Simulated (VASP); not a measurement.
# HgTe (Cmcm) in VASP: notebook

The runs below take HgTe through single point, with PBEsol, LDA.

Program: VASP 6.6.1. These are calculated values, not measurements. Logs are shortened: lines on timing, memory, paths and dates and some standing lists are left out, and cuts for length are marked.

## 1. The cell of the first run

Symmetry: Cmcm, No. 63, orthorhombic system. The conventional cell has a = 5.985 Å, b = 6.934 Å, c = 5.798 Å, α = 90.00°, β = 90.00°, γ = 90.00°. Within 4.0 Å of Hg (site symmetry m2m) lie 6 Te at 3.02 to 3.87 Å and 2 Hg at 3.63 Å. Within 4.0 Å of Te (site symmetry m2m) lie 6 Hg at 3.02 to 3.87 Å.

## 2. Single point, PBEsol

INCAR

```
PREC = Accurate ; ENCUT = 520
EDIFF = 1E-6 ; ISMEAR = -1
SIGMA = 0.05 ; LREAL = False
LASPH = True ; NELM = 80
ALGO = Normal ; ISIF = 2
LWAVE = False ; LCHARG = False
GGA = PS ; NBANDS = 26
```

KPOINTS

```
Automatic mesh
0
Gamma
  6 6 5
```

POSCAR

```
HgTe
1.0
    2.9925180000     -3.4669290000      0.0000000000
    2.9925180000      3.4669290000      0.0000000000
    0.0000000000      0.0000000000      5.7981570000
Hg Te
2 2
Direct
    0.6569500000      0.3430500000      0.2500000000
    0.3430500000      0.6569500000      0.7500000000
    0.2151910000      0.7848090000      0.2500000000
    0.7848090000      0.2151910000      0.7500000000
```

Potentials or basis: VASP PAW PBE potentials, release 64 (Hg, Te).

Command:

```bash
$ cat potpaw_PBE.64/Hg/POTCAR potpaw_PBE.64/Te/POTCAR > POTCAR
$ mpirun -np 1 vasp_std > vasp.out
```

OUTCAR:

```text
PREC = Accurate
   ENCUT = 520
   EDIFF = 1E-6
   ISMEAR = -1
   LREAL = False
   LASPH = True
   NELM = 80
   ISIF = 2
   GGA = PS

 ion  position               nearest neighbor table
   1  0.657  0.343  0.250-   3 3.02   3 3.02   4 3.03   4 3.03   3 3.06   2 3.63   2 3.63
   2  0.343  0.657  0.750-   4 3.02   4 3.02   3 3.03   3 3.03   4 3.06   1 3.63   1 3.63
   3  0.215  0.785  0.250-   1 3.02   1 3.02   2 3.03   2 3.03   1 3.06
   4  0.785  0.215  0.750-   2 3.02   2 3.02   1 3.03   1 3.03   2 3.06

  LATTYP: Found a base centered orthorhombic cell.
 ALAT       =     5.9850360000
 B/A-ratio  =     1.1585323798
 C/A-ratio  =     0.9687756264

  Lattice vectors:

 A1 = (   2.9925180000,  -3.4669290000,   0.0000000000)
 A2 = (   2.9925180000,   3.4669290000,   0.0000000000)
 A3 = (   0.0000000000,   0.0000000000,   5.7981570000)

Analysis of symmetry for initial positions (statically):
=====================================================================
 Subroutine PRICEL returns:
 Original cell was already a primitive cell.

 Routine SETGRP: Setting up the symmetry group for a
 base centered orthorhombic supercell.

 Subroutine GETGRP returns: Found  8 space group operations
 (whereof  4 operations were pure point group operations)
 out of a pool of  8 trial point group operations.

The static configuration has the point symmetry C_2h.
 The point group associated with its full space group is D_2h.

Analysis of symmetry for dynamics (positions and initial velocities):
=====================================================================
 Subroutine PRICEL returns:
 Original cell was already a primitive cell.

 Routine SETGRP: Setting up the symmetry group for a
 base centered orthorhombic supercell.

 Subroutine GETGRP returns: Found  8 space group operations
 (whereof  4 operations were pure point group operations)
 out of a pool of  8 trial point group operations.

The dynamic configuration has the point symmetry C_2h.
 The point group associated with its full space group is D_2h.

 Subroutine INISYM returns: Found  8 space group operations
 (whereof  4 operations are pure point group operations),
 and found     1 'primitive' translations

----------------------------------------------------------------------------------------

                                     Primitive cell

  volume of cell :     120.3100

  direct lattice vectors                    reciprocal lattice vectors
     2.992518000 -3.466929000  0.000000000     0.167083373 -0.144219856  0.000000000
     2.992518000  3.466929000  0.000000000     0.167083373  0.144219856  0.000000000
     0.000000000  0.000000000  5.798157000     0.000000000  0.000000000  0.172468596

  length of vectors
     4.579821030  4.579821030  5.798157000     0.220717512  0.220717512  0.172468596

  position of ions in fractional coordinates (direct lattice)
     0.656950000  0.343050000  0.250000000
     0.343050000  0.656950000  0.750000000
     0.215191000  0.784809000  0.250000000
     0.784809000  0.215191000  0.750000000

  ion indices of the primitive-cell ions
   primitive index   ion index
                 1           1
                 2           2
                 3           3
                 4           4

----------------------------------------------------------------------------------------

 KPOINTS: Automatic mesh

Automatic generation of k-mesh.
 Grid dimensions read from file:
 generate k-points for:    6    6    5

 Generating k-lattice:

  Cartesian coordinates                     Fractional coordinates (reciprocal lattice)
     0.027847229 -0.024036643  0.000000000     0.166666667  0.000000000  0.000000000
     0.027847229  0.024036643  0.000000000     0.000000000  0.166666667  0.000000000
     0.000000000  0.000000000  0.034493719     0.000000000  0.000000000  0.200000000

  Length of vectors
     0.036786252  0.036786252  0.034493719

  Shift w.r.t. Gamma in fractional coordinates (k-lattice)
     0.000000000  0.000000000  0.000000000

 Subroutine IBZKPT returns following result:
 ===========================================

 Found     39 irreducible k-points:

 Following reciprocal coordinates:
            Coordinates               Weight
  0.000000  0.000000  0.000000      1.000000
  0.166667  0.000000  0.000000      4.000000
  0.333333  0.000000  0.000000      4.000000
  0.500000  0.000000  0.000000      2.000000
  0.166667  0.166667  0.000000      2.000000
  0.333333  0.166667  0.000000      4.000000
[... 16 lines left out ...]
  0.333333  0.333333  0.200000      4.000000
  0.500000  0.333333  0.200000      8.000000
 [... further k-points ...]
   k-points           NKPTS =     39   k-points in BZ     NKDIM =     39   number of bands    NBANDS=     26
   number of dos      NEDOS =    301   number of ions     NIONS =      4
   total plane-waves  NPLWV =  62208
   dimension x,y,z NGX =    36 NGY =   36 NGZ =   48
   dimension x,y,z NGXF=    72 NGYF=   72 NGZF=   96
   ions per type =               2   2
   NGX,Y,Z   is equivalent  to a cutoff of  13.07, 13.07, 13.76 a.u.
   NGXF,Y,Z  is equivalent  to a cutoff of  26.14, 26.14, 27.53 a.u.
 SYSTEM =  unknown system
   PREC   = accura    normal or accurate (medium, high low for compatibility)
   ISTART =      0    job   : 0-new  1-cont  2-samecut
   ICHARG =      2    charge: 1-file 2-atom 10-const
   ISPIN  =      1    spin polarized calculation?
   LNONCOLLINEAR =      F non collinear calculations
   LSORBIT =      F    spin-orbit coupling
   LASPH  =      T    aspherical Exc in radial PAW
   ENCUT  =  520.0 eV  38.22 Ry    6.18 a.u.   8.52  8.52 10.78*2*pi/ulx,y,z
   NELM   =     80;   NELMIN=  2; NELMDL= -5     # of ELM steps
   EDIFF  = 0.1E-05   stopping-criterion for ELM
   LREAL  =      F    real-space projection
   EDIFFG = 0.1E-04   stopping-criterion for IOM
   NSW    =      0    number of steps for IOM
   IBRION =     -1    ionic relax: 0-MD 1-quasi-New 2-CG
   NFREE  =      0    steps in history (QN), initial steepest desc. (CG)
   ISIF   =      2    stress and relaxation
   ISYM   =      2    0-nonsym 1-usesym 2-fastsym
   POTIM  = 0.5000    time-step for ionic-motion
   TEBEG  =    0.0;   TEEND  =   0.0 temperature during run
   PSTRESS=    0.0 pullay stress
   NELECT =      36.0000    total number of electrons
   NUPDOWN=      -1.0000    fix difference up-down
   EMIN   =  10.00;   EMAX   =-10.00  energy-range for DOS
   EFERMI =   0.00;   METHOD = LEGACY
   ISMEAR =    -1;   SIGMA  =   0.05  broadening in eV -4-tet -1-fermi 0-gaus
   EFERMI_NEDOS =   21; number of points for ismear=-14 and -15
   IALGO  =     38    algorithm
   IMIX   =      4    mixing-type and parameters
     AMIX     =   0.40;   BMIX     =  1.00
     AMIX_MAG =   1.60;   BMIX_MAG =  1.00
  volume/ion in A,a.u.               =      30.08       202.97
  Fermi-wavevector in a.u.,A,eV,Ry     =   1.094986  2.069223 16.313299  1.198994
  Thomas-Fermi vector in A             =   2.231301
   LORBIT       =      0    0 simple, 1 ext, 2 COOP (PROOUT), +10 PAW based schemes
   GGA     = PS    functional components
   LHFCALC =     F    Hartree Fock is set to
   AEXX    =    0.0000 exact exchange contribution
   IVDW    =     0    specifies the selected vdW correction
   LEPSILON=     F    determine dielectric tensor
   LRPA    =     F    only Hartree local field effects (RPA)
 non-spin polarized calculation
  energy-cutoff  :      520.00
  volume of cell :      120.31
 maximum number of plane-waves:      3253
 NGX is ok and might be reduce to    36
   NGX = 17   NGY = 17   NGZ = 21

 number of electron      36.0000001 magnetization

 Free energy of the ion-electron system (eV)
  ---------------------------------------------------
  ext. energy  EPLUGINS =         0.00000000
  ---------------------------------------------------
  free energy    TOTEN  =        -8.21268711 eV

  energy without entropy =       -8.19941150  energy(sigma->0) =       -8.20604930

 E-fermi :   3.6459     XC(G=0):  -9.7508

 val. band max:        3.6183866037   @ k =   0.0000   0.0000   0.0000
 cond. band min:       3.6726174008   @ k =   0.5000   0.3333   0.2000
 fundamental gap:      0.0542307972
 Fermi energy:         3.6458729602

 k-point     1 :       0.0000    0.0000    0.0000
  band No.  band energies     occupation
      1      -8.1350      2.00000
      2      -7.0263      2.00000
      3      -3.0796      2.00000
      4      -2.9836      2.00000
      5      -2.9517      2.00000
      6      -2.9015      2.00000
[... 18 lines left out ...]
     25      10.6166      0.00000
     26      10.9545      0.00000

 k-point     2 :       0.1667    0.0000    0.0000
  band No.  band energies     occupation
      1      -8.0073      2.00000
      2      -7.0093      2.00000
      3      -3.1340      2.00000
      4      -3.0254      2.00000
      5      -2.9940      2.00000
      6      -2.8736      2.00000
[... 18 lines left out ...]
     25      10.5996      0.00000
     26      11.0300      0.00000

 k-point     3 :       0.3333    0.0000    0.0000
  band No.  band energies     occupation
      1      -7.6707      2.00000
      2      -7.0404      2.00000
      3      -3.2279      2.00000
      4      -3.1061      2.00000
      5      -3.0172      2.00000
      6      -2.9490      2.00000
[... 18 lines left out ...]
     25      10.3501      0.00000
     26      10.5636      0.00000

 k-point     4 :       0.5000    0.0000    0.0000
  band No.  band energies     occupation
      1      -7.3139      2.00000
      2      -7.2370      2.00000
      3      -3.2642      2.00000
      4      -3.1486      2.00000
      5      -3.0489      2.00000
      6      -3.0342      2.00000
[... 18 lines left out ...]
     25       9.2022      0.00000
     26      10.2391      0.00000

 k-point     5 :       0.1667    0.1667    0.0000
  band No.  band energies     occupation
      1      -7.8292      2.00000
      2      -6.9914      2.00000
      3      -3.2088      2.00000
      4      -3.1249      2.00000
      5      -3.0332      2.00000
      6      -2.8598      2.00000
[... 18 lines left out ...]
     25      10.8486      0.00000
     26      10.9353      0.00000

 k-point     6 :       0.3333    0.1667    0.0000
  band No.  band energies     occupation
      1      -7.5024      2.00000
      2      -7.0753      2.00000
      3      -3.2471      2.00000
      4      -3.1533      2.00000
      5      -3.0609      2.00000
      6      -2.9123      2.00000
[... 427 lines left out ...]
 k-point    21 :      -0.3333    0.1667    0.2000
  band No.  band energies     occupation
      1      -7.6061      2.00000
      2      -7.0566      2.00000
      3      -3.1753      2.00000
      4      -3.1124      2.00000
      5      -2.9723      2.00000
      6      -2.9045      2.00000
[... 18 lines left out ...]
     25      10.2125      0.00000
     26      11.3201      0.00000

 k-point    22 :      -0.1667    0.1667    0.2000
  band No.  band energies     occupation
      1      -7.8466      2.00000
      2      -7.0696      2.00000
      3      -3.1641      2.00000
      4      -3.0525      2.00000
      5      -2.9516      2.00000
      6      -2.9020      2.00000
[... 18 lines left out ...]
     25      10.5055      0.00000
     26      11.2138      0.00000

 k-point    23 :       0.3333    0.3333    0.2000
  band No.  band energies     occupation
      1      -7.2272      2.00000
      2      -7.1474      2.00000
      3      -3.1111      2.00000
      4      -3.0873      2.00000
      5      -3.0435      2.00000
      6      -3.0326      2.00000
[... 18 lines left out ...]
     25      10.5941      0.00000
     26      11.0082      0.00000

 k-point    24 :       0.5000    0.3333    0.2000
  band No.  band energies     occupation
      1      -7.3184      2.00000
      2      -7.1087      2.00000
      3      -3.0855      2.00000
      4      -3.0325      2.00000
      5      -2.9951      2.00000
      6      -2.9402      2.00000
[... 18 lines left out ...]
     25      11.5532      0.00000
     26      11.7932      0.00000

 [... further k-points ...]

------------------------ aborting loop because EDIFF is reached ----------------------------------------

  FORCE on cell =-STRESS in cart. coord.  units (eV):
  Direction    XX          YY          ZZ          XY          YZ          ZX
  --------------------------------------------------------------------------------------
  -------------------------------------------------------------------------------------
  Total       -2.6116393     -2.1332965     -2.6785949      0.0000000      0.0000000      0.0000000
  in kB      -34.7794006    -28.4092734    -35.6710538      0.0000000      0.0000000      0.0000000
  external PRESSURE =     -32.9532426 kB  Pullay stress =       0.0000000 kB

 VOLUME and BASIS-vectors are now :
 -----------------------------------------------------------------------------
  energy-cutoff  :      520.00
  volume of cell :      120.31
      direct lattice vectors                 reciprocal lattice vectors
     2.992518000 -3.466929000  0.000000000     0.167083373 -0.144219856  0.000000000
     2.992518000  3.466929000  0.000000000     0.167083373  0.144219856  0.000000000
     0.000000000  0.000000000  5.798157000     0.000000000  0.000000000  0.172468596

 POSITION                                       TOTAL-FORCE (eV/Angst)
 -----------------------------------------------------------------------------------
      2.99252     -1.08827      1.44954         0.000000     -0.006500      0.000000
      2.99252      1.08827      4.34862         0.000000      0.006500      0.000000
      2.99252      1.97483      1.44954         0.000000     -0.188071      0.000000
      2.99252     -1.97483      4.34862         0.000000      0.188071      0.000000
 -----------------------------------------------------------------------------------
    total drift:                               -0.000000      0.000000     -0.000000

  FREE ENERGIE OF THE ION-ELECTRON SYSTEM (eV)
  ---------------------------------------------------
  free  energy   TOTEN  =        -8.2126871089 eV

  energy  without entropy=       -8.1994115000  energy(sigma->0) =       -8.20604930
```

It took 90 s on 1 thread of AMD EPYC 7R43 (Zen 3), shared host; peak memory 0.26 GiB.

Results:

| Property | Result |
| --- | --- |
| Free energy | -8.2127 eV |
| Pressure | -3.3 GPa |
| Largest force | 0.188 eV/Å |
| Band gap on the k mesh | zero (band 18 reaches 4.05 eV, above the bottom of band 19 at 2.00 eV) |

Forces in eV/Å, atoms in the order of the input:
```
Hg   0.000 -0.006  0.000
Hg   0.000  0.006  0.000
Te   0.000 -0.188  0.000
Te   0.000  0.188  0.000
```

Caveat: the PAW data sets were made with another functional, which shifts forces and pressure a little; spin-orbit coupling is left out, which moves the levels of the heavy elements.

## 3. Single point, LDA

INCAR

```
SYSTEM = HgTe
ALGO     = Normal         ! electronic algorithm
EDIFF    = 1E-6           ! SCF threshold, eV
ENCUT    = 520            ! plane-wave cutoff, eV
ISIF     = 2              ! what is computed and relaxed
ISMEAR   = -1             ! smearing method
LASPH    = .TRUE.         ! aspherical terms in the spheres
LCHARG   = .FALSE.        ! write CHGCAR
LREAL    = .FALSE.        ! projectors in reciprocal space
LWAVE    = .FALSE.        ! write WAVECAR
NBANDS   = 26             ! bands
NELM     = 80             ! most SCF steps
PREC     = Accurate       ! precision mode
SIGMA    = 0.05           ! smearing width, eV
```

KPOINTS

```
k-points
0
G
  6 6 5
  0 0 0
```

POSCAR is that of step 2.

Potentials or basis: VASP PAW LDA potentials, release 64 (Hg, Te).

Command:

```bash
$ cat potpaw_LDA.64/Hg/POTCAR potpaw_LDA.64/Te/POTCAR > POTCAR
$ mpirun -np 1 vasp_std > vasp.out
```

It took 90 s on 1 thread of AMD EPYC 7R43 (Zen 3), shared host; peak memory 0.23 GiB.

Results (log left out):

```
Free energy            : -9.4986 eV
Pressure               : -4.8 GPa
Largest force          : 0.259 eV/Å
Band gap on the k mesh : zero (band 18 reaches 4.01 eV, above the bottom of band 19 at 1.97 eV)
```

Forces in eV/Å, atoms in the order of the input:
```
Hg   0.000  0.003  0.000
Hg   0.000 -0.003  0.000
Te   0.000 -0.259  0.000
Te   0.000  0.259  0.000
```

Stress tensor (GPa, compression positive):
```
-5.04  0.00  0.00
 0.00 -4.13  0.00
 0.00  0.00 -5.09
```

Levels at points of the mesh, in eV from the Fermi level:
```csv
k point,band 16,band 17,band 18,band 19,band 20,band 21
"(0.00, 0.00, 0.00)",-2.42,-0.92,-0.42,-0.31,-0.02,4.16
"(0.50, 0.00, 0.00)",-1.82,-0.75,-0.44,1.48,2.51,2.96
"(0.50, 0.50, 0.00)",-1.90,-1.72,-1.68,-1.64,-1.33,3.32
```

Caveat: spin-orbit coupling is left out, which moves the levels of the heavy elements.

## 4. Single point, PBEsol

INCAR

```
SYSTEM = HgTe
PREC     = Accurate       ! precision mode
ENCUT    = 520            ! plane-wave cutoff, eV
EDIFF    = 1E-7           ! SCF threshold, eV
ISMEAR   = -1             ! smearing method
SIGMA    = 0.05           ! smearing width, eV
LREAL    = .FALSE.        ! projectors in reciprocal space
LASPH    = .TRUE.         ! aspherical terms in the spheres
NELM     = 80             ! most SCF steps
ALGO     = Normal         ! electronic algorithm
ISIF     = 2              ! what is computed and relaxed
LWAVE    = .FALSE.        ! write WAVECAR
LCHARG   = .TRUE.         ! write CHGCAR
GGA      = PS             ! functional
LELF     = .TRUE.         ! ELF
LVHAR    = .TRUE.       
NBANDS   = 26             ! bands
```

KPOINTS

```
Automatic mesh
0
G
  6 6 5
  0 0 0
```

POSCAR is that of step 3.

Potentials or basis: VASP PAW PBE potentials, release 64 (Hg, Te).

Command:

```bash
$ cat potpaw_PBE.64/Hg/POTCAR potpaw_PBE.64/Te/POTCAR > POTCAR
$ mpirun -np 1 vasp_std > vasp.out
```

It took 2.6 min on 1 thread of Intel Xeon Platinum 8259CL at 2.50GHz (Skylake/Cascade Lake), shared host; peak memory 0.29 GiB.

It converged, with:

| Property | Result |
| --- | --- |
| Free energy | -8.2127 eV |
| Pressure | -3.3 GPa |
| Largest force | 0.188 eV/Å |
| Band gap on the k mesh | zero (band 18 reaches 4.05 eV, above the bottom of band 19 at 2.00 eV) |

Forces on the atoms (eV/Å):
```
Hg   0.000 -0.006  0.000
Hg   0.000  0.006  0.000
Te   0.000 -0.188  0.000
Te   0.000  0.188  0.000
```

Stress tensor (GPa, compression positive):
```
-3.48  0.00  0.00
 0.00 -2.84  0.00
 0.00  0.00 -3.57
```

Levels at points of the mesh, in eV from the Fermi level:
```
           k point  band 16  band 17  band 18  band 19  band 20  band 21
(0.00, 0.00, 0.00)    -2.44    -0.93    -0.40    -0.32    -0.03     4.13
(0.50, 0.00, 0.00)    -1.84    -0.76    -0.45     1.48     2.52     2.97
(0.50, 0.50, 0.00)    -1.88    -1.72    -1.69    -1.65    -1.34     3.30
```

Caveat: the PAW data sets were made with another functional, which shifts forces and pressure a little; spin-orbit coupling is left out, which moves the levels of the heavy elements.
